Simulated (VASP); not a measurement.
Wanted: the native input for a VASP 6.6.1 run.

- Task: relaxation of cell and atoms
- Functional: PBE
- Potentials or basis: VASP PAW PBE potentials, release 64 (Ga_d, Sb)
- Cutoff: 600 eV
- k mesh: 14 × 14 × 14
- Occupations: gaussian, width 0.1 eV
- Spin: no spin polarisation
- Target pressure: 50 GPa
- Dipole correction: no
- Further INCAR settings: ALGO = Normal; EDIFF = 1e-06; IBRION = 2; EDIFFG = -0.008; NSW = 70; ISIF = 3

The structure of GaSb lies in POSCAR:

```
GaSb
1.0
    0.0000000000      2.7512236823      2.7512236823
    2.7512236823      0.0000000000      2.7512236823
    2.7512236823      2.7512236823      0.0000000000
Ga Sb
1 1
Direct
    0.0000000000      0.0000000000      0.0000000000
    0.7500000000      0.7500000000      0.7500000000
```

The input as run:

INCAR

```
ALGO = Normal
EDIFF = 1E-6
EDIFFG = -0.008
ENCUT = 600
GGA = PE
IBRION = 2
ISIF = 3
ISMEAR = 0
LASPH = True
LCHARG = False
LREAL = False
LWAVE = False
NELM = 60
NSW = 70
PREC = Accurate
PSTRESS = 500.0
SIGMA = 0.1
```

KPOINTS

```
k-points
0
Gamma
  14 14 14
```

Potentials or basis: VASP PAW PBE potentials, release 64 (Ga_d, Sb).

The run is started by

```sh
$ cat potpaw_PBE.64/Ga_d/POTCAR potpaw_PBE.64/Sb/POTCAR > POTCAR
$ mpirun -np 1 vasp_std > vasp.out
```

It gave:

- Relaxed volume: 19.75 Å³/atom
- Relaxed cell: a = 3.823 Å, b = 3.823 Å, c = 3.823 Å, α = 60.00°, β = 60.00°, γ = 60.00°
- Space group after relaxing (to 0.05 Å): F-43m (No. 216)
- Energy change on relaxing (the enthalpy is what falls): +294.7 meV/atom
- Ionic steps: 4
- Pressure after relaxing: 50.1 GPa

Caveat: the cell is relaxed towards a set pressure, so the enthalpy falls and the energy may rise.

Run time: 2.5 min on 1 thread of Intel(R) Xeon(R) 6975P-C (Granite Rapids), on a shared host, peak memory 0.23 GiB.
